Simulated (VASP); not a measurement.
# LiF in VASP: single point with PBE

Aim: the single point of LiF with PBE.

Program: VASP 6.6.1. These are calculated values, not measurements. Logs are shortened: lines on timing, memory, paths and dates and some standing lists are left out, and cuts for length are marked.

## (1) The cell of the first run

The cell holds a sheet with vacuum, 8 atoms: a = 5.212 Å, b = 5.213 Å, c = 23.800 Å, α = 90.00°, β = 90.00°, γ = 89.97°.

## (2) Single point, PBE

INCAR

```
SYSTEM = LiF
  PREC = Accurate
  ENCUT = 520
  EDIFF = 1E-6
  ISMEAR = 0
  SIGMA = 0.1
  LREAL = .False.
  LASPH = .True.
  NELM = 80
  ALGO = Normal
  ISIF = 2
  LWAVE = .False.
  LCHARG = .False.
  LDIPOL = .True.
  IDIPOL = 3
  DIPOL = 0.5 0.5 0.294
  GGA = PE
  NBANDS = 30
```

KPOINTS

```
Automatic mesh
0
Gamma
  4 4 1
  0 0 0
```

POSCAR

```
LiF
1.0
    5.2124244401      0.0012445672      0.0000000000
    0.0012497365      5.2126397614      0.0000000000
    0.0000000000      0.0000000000     23.8000000000
Li F
4 4
Direct
    0.2500033250      0.2499981530      0.2941579982
    0.2499981777      0.7499993153      0.2940710111
    0.7499965187      0.2499964764      0.2940751395
    0.7500008426      0.7499937035      0.2941617871
   -0.0000009185     -0.0000041394      0.3133019083
   -0.0000072505      0.5000063895      0.2749357504
    0.5000099197     -0.0000008900      0.2749442836
    0.4999993852      0.5000109917      0.3132932986
```

Potentials or basis: VASP PAW PBE potentials, release 64 (Li_sv, F).

Launch:

```console
> cat potpaw_PBE.64/Li_sv/POTCAR potpaw_PBE.64/F/POTCAR > POTCAR
> mpirun -np 1 vasp_std > vasp.out
```

OUTCAR:

```text
SYSTEM = LiF
   PREC = Accurate
   ENCUT = 520
   EDIFF = 1E-6
   ISMEAR = 0
   LREAL = .False.
   LASPH = .True.
   NELM = 80
   ISIF = 2
   GGA = PE

 ion  position               nearest neighbor table
   1  0.250  0.250  0.294-   7 1.90   6 1.90   8 1.90   5 1.90
   2  0.250  0.750  0.294-   8 1.90   5 1.90   7 1.90   6 1.90
   3  0.750  0.250  0.294-   8 1.90   5 1.90   7 1.90   6 1.90
   4  0.750  0.750  0.294-   6 1.90   7 1.90   8 1.90   5 1.90
   5  1.000  1.000  0.313-   2 1.90   3 1.90   4 1.90   1 1.90
   6  1.000  0.500  0.275-   4 1.90   1 1.90   2 1.90   3 1.90
   7  0.500  1.000  0.275-   4 1.90   1 1.90   3 1.90   2 1.90
   8  0.500  0.500  0.313-   2 1.90   3 1.90   4 1.90   1 1.90

  LATTYP: Found a simple monoclinic cell.
 ALAT       =     5.2124245887
 B/A-ratio  =     4.5660133005
 C/A-ratio  =     1.0000413095
 COS(beta)  =    -0.0004785205

  Lattice vectors:

 A1 = (   5.2124244401,   0.0012445672,   0.0000000000)
 A2 = (   0.0000000000,   0.0000000000,  23.8000000000)
 A3 = (  -0.0012497365,  -5.2126397614,   0.0000000000)

Analysis of symmetry for initial positions (statically):
=====================================================================
 Subroutine PRICEL returns:
 Original cell was already a primitive cell.

 Routine SETGRP: Setting up the symmetry group for a
 simple monoclinic supercell.

 Subroutine GETGRP returns: Found  1 space group operations
 (whereof  1 operations were pure point group operations)
 out of a pool of  4 trial point group operations.

The static configuration has the point symmetry C_1 .

Analysis of symmetry for dynamics (positions and initial velocities):
=====================================================================
 Subroutine PRICEL returns:
 Original cell was already a primitive cell.

 Routine SETGRP: Setting up the symmetry group for a
 simple monoclinic supercell.

 Subroutine GETGRP returns: Found  1 space group operations
 (whereof  1 operations were pure point group operations)
 out of a pool of  4 trial point group operations.

The dynamic configuration has the point symmetry C_1 .

 Subroutine INISYM returns: Found  1 space group operations
 (whereof  1 operations are pure point group operations),
 and found     1 'primitive' translations

----------------------------------------------------------------------------------------

                                     Primitive cell

  volume of cell :     646.6576

  direct lattice vectors                    reciprocal lattice vectors
     5.212424440  0.001244567  0.000000000     0.191849315 -0.000045996  0.000000000
     0.001249736  5.212639761  0.000000000    -0.000045806  0.191841390  0.000000000
     0.000000000  0.000000000 23.800000000     0.000000000  0.000000000  0.042016807

  length of vectors
     5.212424589  5.212639911 23.800000000     0.191849320  0.191841395  0.042016807

  position of ions in fractional coordinates (direct lattice)
     0.250003325  0.249998153  0.294157998
     0.249998178  0.749999315  0.294071011
     0.749996519  0.249996476  0.294075140
     0.750000843  0.749993704  0.294161787
     0.999999082  0.999995861  0.313301908
     0.999992750  0.500006390  0.274935750
     0.500009920  0.999999110  0.274944284
     0.499999385  0.500010992  0.313293299

  ion indices of the primitive-cell ions
   primitive index   ion index
                 1           1
                 2           2
                 3           3
                 4           4
                 5           5
                 6           6
                 7           7
                 8           8

----------------------------------------------------------------------------------------

 KPOINTS: Automatic mesh

Automatic generation of k-mesh.
 Grid dimensions read from file:
 generate k-points for:    4    4    1

 Generating k-lattice:

  Cartesian coordinates                     Fractional coordinates (reciprocal lattice)
     0.047962329 -0.000011499  0.000000000     0.250000000  0.000000000  0.000000000
    -0.000011451  0.047960347  0.000000000     0.000000000  0.250000000  0.000000000
     0.000000000  0.000000000  0.042016807     0.000000000  0.000000000  1.000000000

  Length of vectors
     0.047962330  0.047960349  0.042016807

  Shift w.r.t. Gamma in fractional coordinates (k-lattice)
     0.000000000  0.000000000  0.000000000

 Subroutine IBZKPT returns following result:
 ===========================================

 Found     10 irreducible k-points:

 Following reciprocal coordinates:
            Coordinates               Weight
  0.000000  0.000000  0.000000      1.000000
  0.250000  0.000000  0.000000      2.000000
  0.500000  0.000000  0.000000      1.000000
  0.000000  0.250000  0.000000      2.000000
  0.250000  0.250000  0.000000      2.000000
  0.500000  0.250000  0.000000      2.000000
 -0.250000  0.250000  0.000000      2.000000
  0.000000  0.500000  0.000000      1.000000
  0.250000  0.500000  0.000000      2.000000
  0.500000  0.500000  0.000000      1.000000
   k-points           NKPTS =     10   k-points in BZ     NKDIM =     10   number of bands    NBANDS=     30
   number of dos      NEDOS =    301   number of ions     NIONS =      8
   total plane-waves  NPLWV = 288000
   dimension x,y,z NGX =    40 NGY =   40 NGZ =  180
   dimension x,y,z NGXF=    80 NGYF=   80 NGZF=  360
   ions per type =               4   4
   NGX,Y,Z   is equivalent  to a cutoff of  12.76, 12.76, 12.57 a.u.
   NGXF,Y,Z  is equivalent  to a cutoff of  25.52, 25.51, 25.15 a.u.
 SYSTEM =  LiF
   PREC   = accura    normal or accurate (medium, high low for compatibility)
   ISTART =      0    job   : 0-new  1-cont  2-samecut
   ICHARG =      2    charge: 1-file 2-atom 10-const
   ISPIN  =      1    spin polarized calculation?
   LNONCOLLINEAR =      F non collinear calculations
   LSORBIT =      F    spin-orbit coupling
   LASPH  =      T    aspherical Exc in radial PAW
   ENCUT  =  520.0 eV  38.22 Ry    6.18 a.u.   9.69  9.69 44.25*2*pi/ulx,y,z
   NELM   =     80;   NELMIN=  2; NELMDL= -5     # of ELM steps
   EDIFF  = 0.1E-05   stopping-criterion for ELM
   LREAL  =      F    real-space projection
   EDIFFG = 0.1E-04   stopping-criterion for IOM
   NSW    =      0    number of steps for IOM
   IBRION =     -1    ionic relax: 0-MD 1-quasi-New 2-CG
   NFREE  =      0    steps in history (QN), initial steepest desc. (CG)
   ISIF   =      2    stress and relaxation
   ISYM   =      2    0-nonsym 1-usesym 2-fastsym
   POTIM  = 0.5000    time-step for ionic-motion
   TEBEG  =    0.0;   TEEND  =   0.0 temperature during run
   PSTRESS=    0.0 pullay stress
   NELECT =      40.0000    total number of electrons
   NUPDOWN=      -1.0000    fix difference up-down
   EMIN   =  10.00;   EMAX   =-10.00  energy-range for DOS
   EFERMI =   0.00;   METHOD = LEGACY
   ISMEAR =     0;   SIGMA  =   0.10  broadening in eV -4-tet -1-fermi 0-gaus
   EFERMI_NEDOS =   21; number of points for ismear=-14 and -15
   IALGO  =     38    algorithm
   IMIX   =      4    mixing-type and parameters
     AMIX     =   0.40;   BMIX     =  1.00
     AMIX_MAG =   1.60;   BMIX_MAG =  1.00
  volume/ion in A,a.u.               =      80.83       545.48
  Fermi-wavevector in a.u.,A,eV,Ry     =   0.647446  1.223495  5.703371  0.419186
  Thomas-Fermi vector in A             =   1.715756
   LORBIT       =      0    0 simple, 1 ext, 2 COOP (PROOUT), +10 PAW based schemes
   GGA     = PE    functional components
   LHFCALC =     F    Hartree Fock is set to
   AEXX    =    0.0000 exact exchange contribution
   IVDW    =     0    specifies the selected vdW correction
   LEPSILON=     F    determine dielectric tensor
   LRPA    =     F    only Hartree local field effects (RPA)
 non-spin polarized calculation
 Gauss-broadening in eV      SIGMA  =   0.10
  energy-cutoff  :      520.00
  volume of cell :      646.66
 maximum number of plane-waves:     17485
 NGX is ok and might be reduce to    40
   NGX = 19   NGY = 19   NGZ = 89

 dipolmoment           0.000000      0.000000     -0.000012 electrons x Angstroem

 number of electron      39.9999951 magnetization

 dipolmoment           0.000000      0.000000      0.000102 electrons x Angstroem

 Free energy of the ion-electron system (eV)
  ---------------------------------------------------
  ext. energy  EPLUGINS =         0.00000000
  ---------------------------------------------------
  free energy    TOTEN  =       -37.71080147 eV

  energy without entropy =      -37.71080147  energy(sigma->0) =      -37.71080147

 E-fermi :  -6.9243     XC(G=0):  -1.4988

 val. band max:       -7.4737001305   @ k =   0.2500   0.0000   0.0000
 cond. band min:      -0.4640795120   @ k =   0.0000   0.0000   0.0000
 fundamental gap:      7.0096206186
 Fermi energy:        -6.9243208388

 k-point     1 :       0.0000    0.0000    0.0000
  band No.  band energies     occupation
      1     -48.3217      2.00000
      2     -48.2712      2.00000
      3     -48.2712      2.00000
      4     -48.2327      2.00000
      5     -26.6954      2.00000
      6     -26.5905      2.00000
[... 22 lines left out ...]
     29       3.8125      0.00000
     30       4.0717      0.00000

 k-point     2 :       0.2500    0.0000    0.0000
  band No.  band energies     occupation
      1     -48.3143      2.00000
      2     -48.2786      2.00000
      3     -48.2655      2.00000
      4     -48.2383      2.00000
      5     -26.6802      2.00000
      6     -26.6060      2.00000
[... 22 lines left out ...]
     29       3.3148      0.00000
     30       3.8761      0.00000

 k-point     3 :       0.5000    0.0000    0.0000
  band No.  band energies     occupation
      1     -48.2966      2.00000
      2     -48.2964      2.00000
      3     -48.2521      2.00000
      4     -48.2518      2.00000
      5     -26.6434      2.00000
      6     -26.6431      2.00000
[... 22 lines left out ...]
     29       2.9576      0.00000
     30       2.9577      0.00000

 k-point     4 :       0.0000    0.2500    0.0000
  band No.  band energies     occupation
      1     -48.3143      2.00000
      2     -48.2786      2.00000
      3     -48.2655      2.00000
      4     -48.2383      2.00000
      5     -26.6802      2.00000
      6     -26.6060      2.00000
[... 22 lines left out ...]
     29       3.3148      0.00000
     30       3.8758      0.00000

 k-point     5 :       0.2500    0.2500    0.0000
  band No.  band energies     occupation
      1     -48.3072      2.00000
      2     -48.2727      2.00000
      3     -48.2727      2.00000
      4     -48.2442      2.00000
      5     -26.6612      2.00000
      6     -26.5680      2.00000
[... 22 lines left out ...]
     29       3.1746      0.00000
     30       3.1758      0.00000

 k-point     6 :       0.5000    0.2500    0.0000
  band No.  band energies     occupation
      1     -48.2901      2.00000
      2     -48.2899      2.00000
      3     -48.2586      2.00000
      4     -48.2584      2.00000
      5     -26.6150      2.00000
      6     -26.6147      2.00000
[... 22 lines left out ...]
     29       3.3056      0.00000
     30       3.3069      0.00000

 k-point     7 :      -0.2500    0.2500    0.0000
  band No.  band energies     occupation
      1     -48.3072      2.00000
      2     -48.2727      2.00000
      3     -48.2727      2.00000
      4     -48.2442      2.00000
      5     -26.6612      2.00000
      6     -26.5680      2.00000
[... 22 lines left out ...]
     29       3.1735      0.00000
     30       3.1748      0.00000

 k-point     8 :       0.0000    0.5000    0.0000
  band No.  band energies     occupation
      1     -48.2966      2.00000
      2     -48.2964      2.00000
      3     -48.2521      2.00000
      4     -48.2518      2.00000
      5     -26.6433      2.00000
      6     -26.6433      2.00000
[... 22 lines left out ...]
     29       2.9575      0.00000
     30       2.9575      0.00000

 k-point     9 :       0.2500    0.5000    0.0000
  band No.  band energies     occupation
      1     -48.2901      2.00000
      2     -48.2899      2.00000
      3     -48.2586      2.00000
      4     -48.2583      2.00000
      5     -26.6149      2.00000
      6     -26.6148      2.00000
[... 22 lines left out ...]
     29       3.3055      0.00000
     30       3.3069      0.00000

 k-point    10 :       0.5000    0.5000    0.0000
  band No.  band energies     occupation
      1     -48.2745      2.00000
      2     -48.2743      2.00000
      3     -48.2742      2.00000
      4     -48.2740      2.00000
      5     -26.5456      2.00000
      6     -26.5453      2.00000
[... 22 lines left out ...]
     29       3.5457      0.00000
     30       3.5477      0.00000

------------------------ aborting loop because EDIFF is reached ----------------------------------------

 vacuum level on the upper side and lower side of the slab       (xc-potential included)        -0.005        -0.006

  FORCE on cell =-STRESS in cart. coord.  units (eV):
  Direction    XX          YY          ZZ          XY          YZ          ZX
  --------------------------------------------------------------------------------------
  -------------------------------------------------------------------------------------
  Total       -0.1037309     -0.1068441     -0.1950172     -0.0062413      0.0000232      0.0000655
  in kB       -0.2570066     -0.2647199     -0.4831801     -0.0154636      0.0000576      0.0001624
  external PRESSURE =      -0.3349688 kB  Pullay stress =       0.0000000 kB

 VOLUME and BASIS-vectors are now :
 -----------------------------------------------------------------------------
  energy-cutoff  :      520.00
  volume of cell :      646.66
      direct lattice vectors                 reciprocal lattice vectors
     5.212424440  0.001244567  0.000000000     0.191849315 -0.000045996  0.000000000
     0.001249736  5.212639761  0.000000000    -0.000045806  0.191841390  0.000000000
     0.000000000  0.000000000 23.800000000     0.000000000  0.000000000  0.042016807

 POSITION                                       TOTAL-FORCE (eV/Angst)
 -----------------------------------------------------------------------------------
      1.30344      1.30346      7.00096        -0.000202      0.000088      0.000574
      1.30403      3.90979      6.99889        -0.000037      0.000088      0.000442
      3.90961      1.30407      6.99899         0.000216      0.000109      0.000350
      3.91026      3.91038      7.00105         0.000067      0.000198      0.000462
      5.21367      5.21386      7.45659         0.000217      0.000235      0.003638
      5.21301      2.60760      6.54347         0.000236     -0.000400     -0.004569
      2.60751      5.21326      6.54367        -0.000330      0.000135     -0.004943
      2.60683      2.60700      7.45638        -0.000167     -0.000452      0.004046
 -----------------------------------------------------------------------------------
    total drift:                                0.000000      0.000002     -0.005284

  FREE ENERGIE OF THE ION-ELECTRON SYSTEM (eV)
  ---------------------------------------------------
  free  energy   TOTEN  =       -37.7108014723 eV

  energy  without entropy=      -37.7108014723  energy(sigma->0) =      -37.71080147

 vacuum level on the upper side and lower side of the slab         0.716         0.715
```

It took 4.9 min on 1 thread of Intel Xeon Platinum 8259CL at 2.50GHz (Skylake/Cascade Lake), shared host; peak memory 0.64 GiB.

What came out:

```
Free energy            : -37.7108 eV
Largest force          : 0.005 eV/Å
Band gap on the k mesh : 7.01 eV
```

Forces in eV/Å, atoms in the order of the input:
```
Li   0.000  0.000  0.001
Li   0.000  0.000  0.000
Li   0.000  0.000  0.000
Li   0.000  0.000  0.000
F    0.000  0.000  0.004
F    0.000  0.000 -0.005
F    0.000  0.000 -0.005
F    0.000  0.000  0.004
```

Caveat: the cutoff is under 1.25 times the usual one of these potentials, so pressure, stress and relaxed cells hold a basis-set (Pulay) error.
